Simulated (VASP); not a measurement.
Wanted: the native input for a VASP 6.6.1 run.

```yaml
Task: single point
Functional: PBE
Potentials_or_basis: VASP PAW PBE potentials, release 64 (Sn_d, N, S, C)
Cutoff: 520 eV
k_mesh: 3 × 3 × 2
Occupations: fermi-dirac, width 0.1 eV
Spin: no spin polarisation
Dipole_correction: no
Further_INCAR_settings: ALGO = Normal; EDIFF = 1e-07; NBANDS = 57
```

The structure of SnC2S2N2 lies in POSCAR:

```
SnC2S2N2
1.0
    5.6976020000     -0.0165380000     -0.0394400000
   -0.3020170000      5.0486740000     -0.0224250000
    1.8250380000      1.3178950000     10.1840030000
Sn N S C
2 4 4 4
Direct
    0.1961739630      0.1704059979      0.2513538591
    0.8111420529      0.8312318875      0.7426834829
    0.7630307345      0.0742291842      0.9156549268
    0.2101674681      0.9108807574      0.0877624944
    0.4018640018      0.8589828755      0.3571138193
    0.5835179196      0.1454168029      0.6494919452
    0.8538419220      0.7445853559      0.4060035972
    0.1328053047      0.2777811047      0.5946582186
    0.7282127002      0.3871307784      0.1237162947
    0.2787642579      0.6259370309      0.8742260877
    0.5885612748      0.8065122891      0.3734637445
    0.3975460252      0.1928538724      0.6245355548
    0.7680491870      0.1941293354      1.0042069126
    0.2519281133      0.7959800636      0.9977597117
```

One way to write it, as run:

INCAR

```
PREC = Accurate
ENCUT = 520
EDIFF = 1E-7
ISMEAR = -1
SIGMA = 0.1
LREAL = False
LASPH = True
NELM = 100
ALGO = Normal
ISIF = 2
LWAVE = False
LCHARG = True
GGA = PE
LELF = True
LVHAR = True
NBANDS = 57
```

KPOINTS

```
regular mesh
0
Gamma
  3 3 2
```

Potentials or basis: VASP PAW PBE potentials, release 64 (Sn_d, N, S, C).

The run is started by

```console
$ cat potpaw_PBE.64/Sn_d/POTCAR potpaw_PBE.64/N/POTCAR potpaw_PBE.64/S/POTCAR potpaw_PBE.64/C/POTCAR > POTCAR
$ mpirun -np 1 vasp_std > vasp.out
```

It gave:

- Pressure: 1.5 GPa
- Largest force: 4.762 eV/Å
- Band gap on the k mesh: 2.74 eV (least direct gap 2.77 eV)

Caveat: spin-orbit coupling is left out, which moves the levels of the heavy elements; an odd mesh through Γ misses points on the zone boundary, where band edges can lie; forces of over 1 eV/Å act on the atoms, so gaps and moduli don't describe the material at rest.

Run time: 3.9 min on 1 thread of AMD EPYC 7R43 64-Core Processor (Zen 3) (shared host), peak memory 0.38 GiB.
